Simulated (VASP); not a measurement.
A run of VASP 6.6.1 is set up as follows.

The input INCAR:

```
ALGO     = Normal         # electronic algorithm
EDIFF    = 1E-6           # SCF threshold, eV
ENCUT    = 520            # plane-wave cutoff, eV
GGA      = PE             # functional
ISIF     = 2              # what is computed and relaxed
ISMEAR   = 0              # smearing method
LASPH    = True           # aspherical terms in the spheres
LCHARG   = False          # write CHGCAR
LREAL    = False          # projectors in reciprocal space
LWAVE    = False          # write WAVECAR
NBANDS   = 35             # bands
NELM     = 80             # most SCF steps
PREC     = Accurate       # precision mode
SIGMA    = 0.05           # smearing width, eV
```

Contents of KPOINTS:

```
k-points
0
Gamma
  12 12 2
```

File POSCAR:

```
Te2Mo
1.0
    3.5570664331      0.0000000000      0.0000000000
   -1.7785332165      3.0805098940      0.0000000000
    0.0000000000      0.0000000000     15.2047186580
Te Mo
4 2
Direct
    0.2079091848      0.5748498174      0.6310943552
    0.7920908152      0.4251501826      0.1310943552
    0.2079091848      0.5748498174      0.8689056448
    0.7920908152      0.4251501826      0.3689056448
    0.4584895844      0.7582874013      0.2500000000
    0.5415104156      0.2417125987      0.7500000000
```

Potentials or basis: VASP PAW PBE potentials, release 64 (Te, Mo_sv).

Command:

```console
$ cat potpaw_PBE.64/Te/POTCAR potpaw_PBE.64/Mo_sv/POTCAR > POTCAR
$ mpirun -np 1 vasp_std > vasp.out
```

Q: Predict the largest force.

A: 0.034 eV/Å.

Q: Estimate the band gap on the k mesh.

A: 1.01 eV (least direct gap 1.03 eV).

Q: Predict the pressure.

A: 0.2 GPa.

Forces on the atoms (eV/Å):
```
Te   0.022  0.014  0.022
Te  -0.022 -0.014  0.022
Te   0.022  0.014 -0.022
Te  -0.022 -0.014 -0.022
Mo  -0.015 -0.007  0.000
Mo   0.015  0.007  0.000
```

Caveat: the cell differs from its parent crystal (atoms displaced along a vibrational mode); spin-orbit coupling is left out, which moves the levels of the heavy elements; this functional lacks dispersion, which binds the layers, so the pressure and a relaxed spacing across them are unreliable. A k mesh can miss the band edges.
